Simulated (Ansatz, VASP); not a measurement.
**ZnCu: VASP beside Ansatz**

```
CELL_PARAMETERS angstrom
-2.96752 0.00000 2.95786
0.00000 2.96752 -2.95786
0.00000 -2.96752 -2.95786
ATOMIC_POSITIONS crystal
Zn 0.50000 0.25000 0.75000
Zn 0.50000 0.75000 0.25000
Cu 0.00000 0.50000 0.50000
Cu 0.00000 0.00000 0.00000
```

Alike in both runs: functional PBE; k mesh 14 × 14 × 14; occupations gaussian, width 0.1 eV; no spin polarisation.

Ansatz relaxed the structure, and its values are those at the end. VASP's run is a single point on that final structure, the one shown.

|  | VASP | Ansatz |
| --- | --- | --- |
| version | VASP 6.6.1 | Ansatz 0.2.0 |
| potentials or method | VASP PAW PBE potentials, release 64 (Zn, Cu), cutoff 520 eV | scalar-relativistic, plane waves, PAW |
| valence electrons in the cell | 46 | 62 |

|  | VASP | Ansatz | Ansatz less VASP |
| --- | --- | --- | --- |
| gap on the k mesh at the Fermi level (eV) | none | none | - |
| pressure (GPa) | 0.4 | 0.0 | -0.45 |

A gap of «none» marks a metal or a gap that the smearing closes. VASP's potentials hold 46 valence electrons a cell and Ansatz's 62, so a difference there can come from the potentials and not from the codes.
